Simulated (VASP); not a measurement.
Here is a VASP 6.6.1 calculation.

The input POSCAR:

```
Na2IF
1.0
    2.0140586257      1.1628172897      6.5998092676
   -2.0140586257      1.1628172897      6.5998092676
    0.0000000000     -2.3256345795      6.5998092676
F I Na
1 1 2
Direct
    1.0000000000      0.0000000000      0.0000000000
    0.5000000000      0.5000000000      0.5000000000
    0.2713350406      0.2713350406      0.2713350406
    0.7286649594      0.7286649594      0.7286649594
```

File INCAR.step1:

```
PREC     = Accurate       # precision mode
ENCUT    = 600            # plane-wave cutoff, eV
ISMEAR   = -1             # smearing method
SIGMA    = 0.02           # smearing width, eV
LREAL    = False          # projectors in reciprocal space
LASPH    = True           # aspherical terms in the spheres
NELM     = 100            # most SCF steps
GGA      = PE             # functional
ALGO     = Normal         # electronic algorithm
EDIFF    = 1E-4           # SCF threshold, eV
LWAVE    = True           # write WAVECAR
LCHARG   = False          # write CHGCAR
```

Contents of INCAR.step2:

```
PREC     = Accurate       # precision mode
ENCUT    = 600            # plane-wave cutoff, eV
EDIFF    = 1E-6           # SCF threshold, eV
ISMEAR   = -1             # smearing method
SIGMA    = 0.02           # smearing width, eV
LREAL    = False          # projectors in reciprocal space
LASPH    = True           # aspherical terms in the spheres
NELM     = 100            # most SCF steps
ALGO     = Normal         # electronic algorithm
ISIF     = 3              # what is computed and relaxed
LWAVE    = False          # write WAVECAR
LCHARG   = False          # write CHGCAR
METAGGA  = R2SCAN         # meta-GGA
LMIXTAU  = True         
IBRION   = 2              # ionic algorithm
NSW      = 80             # ionic steps
EDIFFG   = -0.005         # ionic threshold
ISTART   = 1
```

File KPOINTS:

```
Automatic mesh
0
Gamma
  6 6 6
```

Potentials or basis: VASP PAW PBE potentials, release 64 (F, I, Na_pv).

The run is started by

```console
$ cat potpaw_PBE.64/F/POTCAR potpaw_PBE.64/I/POTCAR potpaw_PBE.64/Na_pv/POTCAR > POTCAR
$ cp INCAR.step1 INCAR
$ mpirun -np 1 vasp_std > vasp.out
$ cp INCAR.step2 INCAR
$ mpirun -np 1 vasp_std > vasp.out
```

Q: Predict the space group after relaxing (to 0.05 Å).

A: R-3m (No. 166).

Q: What does it give for the band gap on the k mesh?

A: 2.50 eV, direct.

Q: Estimate the relaxed volume.

A: 21.95 Å³/atom.

The path:
```tsv
step	energy change (eV)	largest force (eV/Å)	pressure (GPa)	volume (Å³)
1	0.0000	0.0341	-1.14	92.74
2	-0.0128	0.0482	-0.59	90.54
3	-0.0168	0.0612	-0.20	89.16
4	-0.0147	0.1090	0.62	86.45
5	-0.0176	0.0733	0.04	88.34
6	-0.0186	0.0637	0.02	88.29
7	-0.0207	0.0424	-0.03	88.13
8	-0.0203	0.0405	-0.11	87.79
9	-0.0215	0.0119	-0.04	87.98
10	-0.0216	0.0062	0.02	87.79
11	-0.0216	0.0049	0.01	87.78
12	-0.0216	0.0050	0.02	87.75
13	-0.0216	0.0033	0.04	87.69
14	-0.0216	0.0039	0.02	87.73
15	-0.0216	0.0021	-0.01	87.81
```

Caveat: the PAW data sets were made with another functional, which shifts forces and pressure a little; spin-orbit coupling is left out, which moves the levels of the heavy elements. A k mesh can miss the band edges.
